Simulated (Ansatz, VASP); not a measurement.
Al in VASP and in Ansatz

File INCAR:

```
PREC = Accurate
ENCUT = 520
EDIFF = 1E-6
ISMEAR = 0
SIGMA = 0.15
LREAL = F
LASPH = T
NELM = 60
ALGO = Fast
ISIF = 2
LWAVE = F
LCHARG = T
GGA = PS
LELF = T
LVHAR = T
NBANDS = 8
```

KPOINTS

```
regular mesh
0
Gamma
  26 26 26
```

POSCAR

```
Al
1.0
   -1.5763182726      1.5763182726      1.6064390039
    1.5763182726     -1.5763182726      1.6064390039
    1.6365597352      1.6365597352     -1.6064390039
Al
1
Direct
    0.0000000000      0.0000000000      0.0000000000
```

Input for Ansatz:

```yaml
crystal:
  lattice:
    - [-1.5763182726, 1.5763182726, 1.6064390039]
    - [1.5763182726, -1.5763182726, 1.6064390039]
    - [1.6365597352, 1.6365597352, -1.6064390039]
  atoms:
    - { symbol: Al, position: [0.0, 0.0, 0.0] }
basis:
  ecutwfc: 420
kpoints:
  mp_grid: { grid: [26, 26, 26] }
hamiltonian:
  xc: pbesol
scf:
  occupations: { method: gaussian, width: 0.15 }
output:
  forces: true
  stress: true
  eigenvalues: true
```

Change from the starting cell: strain +0.0375 x Voigt [0, 0, 0, 0, 0, 1], atoms carried along.

Alike in both runs: task single point; functional PBEsol; k mesh 26 × 26 × 26; occupations gaussian, width 0.15 eV; no spin polarisation.

```csv
,VASP,Ansatz
version,VASP 6.6.1,Ansatz 0.2.0
potentials or method,"VASP PAW PBE potentials, release 64 (Al), cutoff 520 eV","scalar-relativistic, plane waves, PAW"
valence electrons in the cell,3,3
```

VASP gave:

- gap on the k mesh at the Fermi level (eV): none
- pressure (GPa): 0.2
- traceless stress, the component that is largest in VASP (GPa): -1.62

Q: Estimate Ansatz's values.

A: gap on the k mesh at the Fermi level (eV): none; pressure (GPa): 0.1; traceless stress, the component that is largest in VASP (GPa): -1.61.

VASP's potentials were made for PBE, not for PBEsol. A gap of «none» marks a metal or a gap that the smearing closes. With one functional, cell and mesh, what is left measures potentials, basis and numerics.
